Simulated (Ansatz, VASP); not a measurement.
# Two plane-wave programs on KTaO3

```
CELL_PARAMETERS angstrom
3.99739 0.00000 0.00000
0.00000 3.99739 0.00000
0.00000 0.00000 3.99739
ATOMIC_POSITIONS crystal
K 0.00000 0.00000 0.00000
Ta 0.50000 0.50000 0.50000
O 0.00000 0.50000 0.50000
O 0.50000 0.50000 0.00000
O 0.50000 0.00000 0.50000
```

Alike in both runs: task single point; functional PBE; k mesh 8 × 8 × 8; occupations gaussian, width 0.05 eV; no spin polarisation.

```csv
,VASP,Ansatz
version,VASP 6.6.1,Ansatz 0.2.0
potentials or method,"VASP PAW PBE potentials, release 64 (K_sv, Ta_pv, O), cutoff 520 eV","scalar-relativistic, plane waves, PAW"
valence electrons in the cell,38,40
```

```csv
,VASP,Ansatz,Ansatz less VASP
gap on the k mesh at the Fermi level (eV),2.16,2.21,+0.046
least direct gap on the mesh (eV),2.78,2.82,+0.036
pressure (GPa),4.6,4.0,-0.65
```

With one functional, cell and mesh, what is left measures potentials, basis and numerics. VASP's potentials hold 38 valence electrons a cell and Ansatz's 40, so a difference there can come from the potentials and not from the codes.

Spin-orbit coupling is off throughout.
